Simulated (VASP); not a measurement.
# Ti (P6_3/mmc) in VASP: a series of runs

Ti is run at these levels: PBEsol; tasks: single point.

Program: VASP 6.6.1. These are calculated values, not measurements. Logs are shortened: lines on timing, memory, paths and dates and some standing lists are left out, and cuts for length are marked.

## (1) The cell of the first run

It takes space group P6_3/mmc (No. 194, hexagonal). Conventional cell: a = 2.887 Å, b = 2.887 Å, c = 9.298 Å, α = 90.00°, β = 90.00°, γ = 120.00°. Within 3.8 Å of Ti (site symmetry -3m) lie 12 Ti at 2.86 to 2.89 Å. Within 3.8 Å of Ti (site symmetry -6m2) lie 12 Ti at 2.86 to 2.89 Å.

## (2) Single point, PBEsol

Contents of INCAR:

```
  ALGO = Normal
  EDIFF = 1E-6
  ENCUT = 520
  GGA = PS
  ISIF = 2
  ISMEAR = 0
  LASPH = T
  LCHARG = F
  LREAL = F
  LWAVE = F
  NBANDS = 32
  NELM = 60
  PREC = Accurate
  SIGMA = 0.1
```

Contents of KPOINTS:

```
k-points
0
Gamma
  6 6 2
```

Contents of POSCAR:

```
Ti
1.0
    2.8869896355      0.0000000000      0.0000000000
   -1.4434948178      2.5002063648      0.0000000000
    0.0000000000      0.0000000000      9.2980700404
Ti
4
Direct
    0.0000000000      0.0000000000      0.0000000000
    0.0000000000      0.0000000000      0.5000000000
    0.3333333333      0.6666666667      0.7500000000
    0.6666666667      0.3333333333      0.2500000000
```

Potentials or basis: VASP PAW PBE potentials, release 64 (Ti_sv).

On the command line:

```
$ cat potpaw_PBE.64/Ti_sv/POTCAR > POTCAR
$ mpirun -np 1 vasp_std > vasp.out
```

OUTCAR:

```text
EDIFF = 1E-6
   ENCUT = 520
   GGA = PS
   ISIF = 2
   ISMEAR = 0
   LASPH = T
   LREAL = F
   NELM = 60
   PREC = Accurate

 ion  position               nearest neighbor table
   1  0.000  0.000  0.000-   3 2.86   4 2.86   4 2.86   3 2.86   4 2.86   3 2.86
   2  0.000  0.000  0.500-   3 2.86   4 2.86   4 2.86   3 2.86   4 2.86   3 2.86
   3  0.333  0.667  0.750-   1 2.86   2 2.86   1 2.86   2 2.86   1 2.86   2 2.86
   4  0.667  0.333  0.250-   1 2.86   2 2.86   1 2.86   2 2.86   1 2.86   2 2.86

  LATTYP: Found a hexagonal cell.
 ALAT       =     2.8869896355
 C/A-ratio  =     3.2206800905

  Lattice vectors:

 A1 = (   2.8869896355,   0.0000000000,   0.0000000000)
 A2 = (  -1.4434948178,   2.5002063648,   0.0000000000)
 A3 = (   0.0000000000,   0.0000000000,   9.2980700404)

Analysis of symmetry for initial positions (statically):
=====================================================================
 Subroutine PRICEL returns:
 Original cell was already a primitive cell.

 Routine SETGRP: Setting up the symmetry group for a
 hexagonal supercell.

 Subroutine GETGRP returns: Found 24 space group operations
 (whereof 12 operations were pure point group operations)
 out of a pool of 24 trial point group operations.

The static configuration has the point symmetry D_3d.
 The point group associated with its full space group is D_6h.

Analysis of symmetry for dynamics (positions and initial velocities):
=====================================================================
 Subroutine PRICEL returns:
 Original cell was already a primitive cell.

 Routine SETGRP: Setting up the symmetry group for a
 hexagonal supercell.

 Subroutine GETGRP returns: Found 24 space group operations
 (whereof 12 operations were pure point group operations)
 out of a pool of 24 trial point group operations.

The dynamic configuration has the point symmetry D_3d.
 The point group associated with its full space group is D_6h.

 Subroutine INISYM returns: Found 24 space group operations
 (whereof 12 operations are pure point group operations),
 and found     1 'primitive' translations

----------------------------------------------------------------------------------------

                                     Primitive cell

  volume of cell :      67.1141

  direct lattice vectors                    reciprocal lattice vectors
     2.886989635  0.000000000  0.000000000     0.346381569  0.199983492  0.000000000
    -1.443494818  2.500206365  0.000000000     0.000000000  0.399966984  0.000000000
     0.000000000  0.000000000  9.298070040     0.000000000  0.000000000  0.107549201

  length of vectors
     2.886989635  2.886989636  9.298070040     0.399966984  0.399966984  0.107549201

  position of ions in fractional coordinates (direct lattice)
     0.000000000  0.000000000  0.000000000
     0.000000000  0.000000000  0.500000000
     0.333333333  0.666666667  0.750000000
     0.666666667  0.333333333  0.250000000

  ion indices of the primitive-cell ions
   primitive index   ion index
                 1           1
                 2           2
                 3           3
                 4           4

----------------------------------------------------------------------------------------

 KPOINTS: k-points

Automatic generation of k-mesh.
 Grid dimensions read from file:
 generate k-points for:    6    6    2

 Generating k-lattice:

  Cartesian coordinates                     Fractional coordinates (reciprocal lattice)
     0.057730262  0.033330582  0.000000000     0.166666667 -0.000000000  0.000000000
     0.000000000  0.066661164  0.000000000     0.000000000  0.166666667  0.000000000
     0.000000000  0.000000000  0.053774600     0.000000000  0.000000000  0.500000000

  Length of vectors
     0.066661164  0.066661164  0.053774600

  Shift w.r.t. Gamma in fractional coordinates (k-lattice)
     0.000000000  0.000000000  0.000000000

 Subroutine IBZKPT returns following result:
 ===========================================

 Found     14 irreducible k-points:

 Following reciprocal coordinates:
            Coordinates               Weight
  0.000000  0.000000  0.000000      1.000000
  0.166667  0.000000  0.000000      6.000000
  0.333333  0.000000  0.000000      6.000000
  0.500000  0.000000  0.000000      3.000000
  0.166667  0.166667  0.000000      6.000000
  0.333333  0.166667  0.000000     12.000000
  0.333333  0.333333  0.000000      2.000000
  0.000000  0.000000  0.500000      1.000000
  0.166667  0.000000  0.500000      6.000000
  0.333333  0.000000  0.500000      6.000000
  0.500000  0.000000  0.500000      3.000000
  0.166667  0.166667  0.500000      6.000000
  0.333333  0.166667  0.500000     12.000000
  0.333333  0.333333  0.500000      2.000000
   k-points           NKPTS =     14   k-points in BZ     NKDIM =     14   number of bands    NBANDS=     32
   number of dos      NEDOS =    301   number of ions     NIONS =      4
   total plane-waves  NPLWV =  40320
   dimension x,y,z NGX =    24 NGY =   24 NGZ =   70
   dimension x,y,z NGXF=    48 NGYF=   48 NGZF=  140
   ions per type =               4
   NGX,Y,Z   is equivalent  to a cutoff of  13.82, 13.82, 12.52 a.u.
   NGXF,Y,Z  is equivalent  to a cutoff of  27.64, 27.64, 25.03 a.u.
 SYSTEM =  unknown system
   PREC   = accura    normal or accurate (medium, high low for compatibility)
   ISTART =      0    job   : 0-new  1-cont  2-samecut
   ICHARG =      2    charge: 1-file 2-atom 10-const
   ISPIN  =      1    spin polarized calculation?
   LNONCOLLINEAR =      F non collinear calculations
   LSORBIT =      F    spin-orbit coupling
   LASPH  =      T    aspherical Exc in radial PAW
   ENCUT  =  520.0 eV  38.22 Ry    6.18 a.u.   5.37  5.37 17.29*2*pi/ulx,y,z
   NELM   =     60;   NELMIN=  2; NELMDL= -5     # of ELM steps
   EDIFF  = 0.1E-05   stopping-criterion for ELM
   LREAL  =      F    real-space projection
   EDIFFG = 0.1E-04   stopping-criterion for IOM
   NSW    =      0    number of steps for IOM
   IBRION =     -1    ionic relax: 0-MD 1-quasi-New 2-CG
   NFREE  =      0    steps in history (QN), initial steepest desc. (CG)
   ISIF   =      2    stress and relaxation
   ISYM   =      2    0-nonsym 1-usesym 2-fastsym
   POTIM  = 0.5000    time-step for ionic-motion
   TEBEG  =    0.0;   TEEND  =   0.0 temperature during run
   PSTRESS=    0.0 pullay stress
   NELECT =      48.0000    total number of electrons
   NUPDOWN=      -1.0000    fix difference up-down
   EMIN   =  10.00;   EMAX   =-10.00  energy-range for DOS
   EFERMI =   0.00;   METHOD = LEGACY
   ISMEAR =     0;   SIGMA  =   0.10  broadening in eV -4-tet -1-fermi 0-gaus
   EFERMI_NEDOS =   21; number of points for ismear=-14 and -15
   IALGO  =     38    algorithm
   IMIX   =      4    mixing-type and parameters
     AMIX     =   0.40;   BMIX     =  1.00
     AMIX_MAG =   1.60;   BMIX_MAG =  1.00
  volume/ion in A,a.u.               =      16.78       113.23
  Fermi-wavevector in a.u.,A,eV,Ry     =   1.464032  2.766620 29.162593  2.143390
  Thomas-Fermi vector in A             =   2.580056
   LORBIT       =      0    0 simple, 1 ext, 2 COOP (PROOUT), +10 PAW based schemes
   GGA     = PS    functional components
   LHFCALC =     F    Hartree Fock is set to
   AEXX    =    0.0000 exact exchange contribution
   IVDW    =     0    specifies the selected vdW correction
   LEPSILON=     F    determine dielectric tensor
   LRPA    =     F    only Hartree local field effects (RPA)
 non-spin polarized calculation
 Gauss-broadening in eV      SIGMA  =   0.10
  energy-cutoff  :      520.00
  volume of cell :       67.11
 maximum number of plane-waves:      1846
 NGX is ok and might be reduce to    24
   NGX = 11   NGY = 11   NGZ = 35

 number of electron      47.9999991 magnetization

 Free energy of the ion-electron system (eV)
  ---------------------------------------------------
  ext. energy  EPLUGINS =         0.00000000
  ---------------------------------------------------
  free energy    TOTEN  =       -33.21337409 eV

  energy without entropy =      -33.19042641  energy(sigma->0) =      -33.20190025

 E-fermi :   8.4836     XC(G=0): -11.8038

 val. band max:        8.4317823066   @ k =   0.5000   0.0000   0.0000
 cond. band min:       8.5081633753   @ k =   0.3333   0.3333   0.0000
 fundamental gap:      0.0763810687
 Fermi energy:         8.4835630007

 k-point     1 :       0.0000    0.0000    0.0000
  band No.  band energies     occupation
      1     -47.9901      2.00000
      2     -47.9241      2.00000
      3     -47.9051      2.00000
      4     -47.8380      2.00000
      5     -24.6748      2.00000
      6     -24.2997      2.00000
[... 24 lines left out ...]
     31       9.7184      0.00000
     32       9.7184      0.00000

 k-point     2 :       0.1667    0.0000    0.0000
  band No.  band energies     occupation
      1     -47.9590      2.00000
      2     -47.9017      2.00000
      3     -47.8827      2.00000
      4     -47.8246      2.00000
      5     -24.6086      2.00000
      6     -24.3358      2.00000
[... 24 lines left out ...]
     31      10.1474      0.00000
     32      10.1595      0.00000

 k-point     3 :       0.3333    0.0000    0.0000
  band No.  band energies     occupation
      1     -47.8914      2.00000
      2     -47.8566      2.00000
      3     -47.8377      2.00000
      4     -47.8026      2.00000
      5     -24.5264      2.00000
      6     -24.5125      2.00000
[... 24 lines left out ...]
     31      10.4017      0.00000
     32      11.2618      0.00000

 k-point     4 :       0.5000    0.0000    0.0000
  band No.  band energies     occupation
      1     -47.8506      2.00000
      2     -47.8339      2.00000
      3     -47.8150      2.00000
      4     -47.7982      2.00000
      5     -24.6514      2.00000
      6     -24.6082      2.00000
[... 24 lines left out ...]
     31      10.8124      0.00000
     32      12.1416      0.00000

 k-point     5 :       0.1667    0.1667    0.0000
  band No.  band energies     occupation
      1     -47.9094      2.00000
      2     -47.8679      2.00000
      3     -47.8490      2.00000
      4     -47.8071      2.00000
      5     -24.4962      2.00000
      6     -24.4433      2.00000
[... 24 lines left out ...]
     31      10.3571      0.00000
     32      10.8538      0.00000

 k-point     6 :       0.3333    0.1667    0.0000
  band No.  band energies     occupation
      1     -47.8510      2.00000
      2     -47.8339      2.00000
      3     -47.8150      2.00000
      4     -47.7978      2.00000
      5     -24.5794      2.00000
      6     -24.5361      2.00000
[... 24 lines left out ...]
     31      10.7060      0.00000
     32      11.3654      0.00000

 k-point     7 :       0.3333    0.3333    0.0000
  band No.  band energies     occupation
      1     -47.8225      2.00000
      2     -47.8225      2.00000
      3     -47.8038      2.00000
      4     -47.8037      2.00000
      5     -24.5164      2.00000
      6     -24.4251      2.00000
[... 24 lines left out ...]
     31      11.1506      0.00000
     32      11.1506      0.00000

 k-point     8 :       0.0000    0.0000    0.5000
  band No.  band energies     occupation
      1     -47.9685      2.00000
      2     -47.9685      2.00000
      3     -47.8601      2.00000
      4     -47.8601      2.00000
      5     -24.5647      2.00000
      6     -24.5647      2.00000
[... 24 lines left out ...]
     31       9.4998      0.00000
     32       9.4998      0.00000

 k-point     9 :       0.1667    0.0000    0.5000
  band No.  band energies     occupation
      1     -47.9400      2.00000
      2     -47.9400      2.00000
      3     -47.8440      2.00000
      4     -47.8440      2.00000
      5     -24.5261      2.00000
      6     -24.5261      2.00000
[... 24 lines left out ...]
     31       9.8992      0.00000
     32       9.8992      0.00000

 k-point    10 :       0.3333    0.0000    0.5000
  band No.  band energies     occupation
      1     -47.8791      2.00000
      2     -47.8791      2.00000
      3     -47.8149      2.00000
      4     -47.8149      2.00000
      5     -24.5162      2.00000
      6     -24.5162      2.00000
[... 24 lines left out ...]
     31      11.1107      0.00000
     32      11.1107      0.00000

 k-point    11 :       0.5000    0.0000    0.5000
  band No.  band energies     occupation
      1     -47.8441      2.00000
      2     -47.8441      2.00000
      3     -47.8047      2.00000
      4     -47.8047      2.00000
      5     -24.6025      2.00000
      6     -24.6025      2.00000
[... 24 lines left out ...]
     31      11.6301      0.00000
     32      11.6301      0.00000

 k-point    12 :       0.1667    0.1667    0.5000
  band No.  band energies     occupation
      1     -47.8951      2.00000
      2     -47.8951      2.00000
      3     -47.8216      2.00000
      4     -47.8216      2.00000
      5     -24.4896      2.00000
      6     -24.4896      2.00000
[... 24 lines left out ...]
     31      10.4667      0.00000
     32      10.4667      0.00000

 k-point    13 :       0.3333    0.1667    0.5000
  band No.  band energies     occupation
      1     -47.8444      2.00000
      2     -47.8444      2.00000
      3     -47.8045      2.00000
      4     -47.8045      2.00000
      5     -24.5348      2.00000
      6     -24.5348      2.00000
[... 24 lines left out ...]
     31      11.1262      0.00000
     32      11.1262      0.00000

 k-point    14 :       0.3333    0.3333    0.5000
  band No.  band energies     occupation
      1     -47.8225      2.00000
      2     -47.8225      2.00000
      3     -47.8037      2.00000
      4     -47.8037      2.00000
      5     -24.4697      2.00000
      6     -24.4697      2.00000
[... 24 lines left out ...]
     31      10.9200      0.00000
     32      10.9200      0.00000

------------------------ aborting loop because EDIFF is reached ----------------------------------------

  FORCE on cell =-STRESS in cart. coord.  units (eV):
  Direction    XX          YY          ZZ          XY          YZ          ZX
  --------------------------------------------------------------------------------------
  -------------------------------------------------------------------------------------
  Total       -0.1285920     -0.1285920     -0.1561010      0.0000000      0.0000000     -0.0000000
  in kB       -3.0698032     -3.0698032     -3.7265099      0.0000000      0.0000000     -0.0000000
  external PRESSURE =      -3.2887054 kB  Pullay stress =       0.0000000 kB

 VOLUME and BASIS-vectors are now :
 -----------------------------------------------------------------------------
  energy-cutoff  :      520.00
  volume of cell :       67.11
      direct lattice vectors                 reciprocal lattice vectors
     2.886989635  0.000000000  0.000000000     0.346381569  0.199983492  0.000000000
    -1.443494818  2.500206365  0.000000000     0.000000000  0.399966984  0.000000000
     0.000000000  0.000000000  9.298070040     0.000000000  0.000000000  0.107549201

 POSITION                                       TOTAL-FORCE (eV/Angst)
 -----------------------------------------------------------------------------------
      0.00000      0.00000      0.00000        -0.000000      0.000000     -0.000000
      0.00000      0.00000      4.64904        -0.000000      0.000000     -0.000000
     -0.00000      1.66680      6.97355         0.000000     -0.000000      0.000000
      1.44349      0.83340      2.32452        -0.000000      0.000000     -0.000000
 -----------------------------------------------------------------------------------
    total drift:                                0.000000      0.000000      0.000000

  FREE ENERGIE OF THE ION-ELECTRON SYSTEM (eV)
  ---------------------------------------------------
  free  energy   TOTEN  =       -33.2133740885 eV

  energy  without entropy=      -33.1904264086  energy(sigma->0) =      -33.20190025
```

Wall time 24 s (1 thread of AMD EPYC 9R45 (Zen 5), shared host); peak memory 0.16 GiB.

Results:

* Free energy: -33.2134 eV
* Pressure: -0.3 GPa
* Band gap on the k mesh: zero (band 24 reaches 9.19 eV, above the bottom of band 25 at 8.35 eV)

Levels at points of the mesh, in eV from the Fermi level:
```
           k point  band 21  band 22  band 23  band 24  band 25  band 26  band 27  band 28
(0.00, 0.00, 0.00)     0.09     0.13     0.71     0.71     0.78     0.78     0.83     0.94
(0.50, 0.00, 0.00)    -1.31    -1.27    -1.08    -0.05     0.07     0.66     1.14     1.55
(0.00, 0.00, 0.50)     0.22     0.22     0.64     0.64     0.84     0.84     0.84     0.84
(0.50, 0.00, 0.50)    -1.57    -1.57    -0.18    -0.18     0.75     0.75     1.00     1.00
```

Caveat: the k points lie up to 0.42 Å⁻¹ apart; the PAW data sets were made with another functional, which shifts forces and pressure a little.

## (3) Single point, PBEsol

This run uses another cell than the first one, of 18.21 Å³/atom, 1.085 times its volume.

Contents of INCAR:

```
SYSTEM = Ti
PREC = Accurate
ENCUT = 520
EDIFF = 1E-6
ISMEAR = 0
SIGMA = 0.1
LREAL = .False.
LASPH = .True.
NELM = 100
ALGO = Normal
ISIF = 2
LWAVE = .False.
LCHARG = .False.
GGA = PS
NBANDS = 32
```

Contents of KPOINTS:

```
Automatic mesh
0
Gamma
  9 9 2
  0 0 0
```

Contents of POSCAR:

```
Ti
1.0
    2.9654869832      0.0000000000      0.0000000000
   -1.4827434916      2.5681870621      0.0000000000
    0.0000000000      0.0000000000      9.5642808275
Ti
4
Direct
    0.0000000000      0.0000000000      0.0000000000
    0.0000000000      0.0000000000      0.5000000000
    0.3333333333      0.6666666667      0.7500000000
    0.6666666667      0.3333333333      0.2500000000
```

Potentials or basis: VASP PAW PBE potentials, release 64 (Ti_sv).

On the command line:

```
$ cat potpaw_PBE.64/Ti_sv/POTCAR > POTCAR
$ mpirun -np 1 vasp_std > vasp.out
```

It took 42 s on 1 thread of AMD EPYC 9R45 (Zen 5), shared host; peak memory 0.17 GiB.

The run converged. Its results:

```
Free energy            : -33.0412 eV
Pressure               : -8.4 GPa
Band gap on the k mesh : zero (band 24 reaches 8.30 eV, above the bottom of band 25 at 7.28 eV)
```

Stress tensor (GPa, compression positive):
```
-7.93  0.00  0.00
 0.00 -7.93  0.00
 0.00  0.00 -9.34
```

Levels at points of the mesh, in eV from the Fermi level:
| k point | band 20 | band 21 | band 22 | band 23 | band 24 | band 25 | band 26 | band 27 | band 28 | band 29 |
| --- | --- | --- | --- | --- | --- | --- | --- | --- | --- | --- |
| (0.00, 0.00, 0.00) | -2.51 | 0.09 | 0.10 | 0.60 | 0.67 | 0.67 | 0.74 | 0.74 | 0.85 | 1.02 |
| (0.00, 0.00, 0.50) | -2.92 | 0.10 | 0.10 | 0.59 | 0.59 | 0.79 | 0.79 | 0.79 | 0.79 | 0.94 |

Caveat: the PAW data sets were made with another functional, which shifts forces and pressure a little.
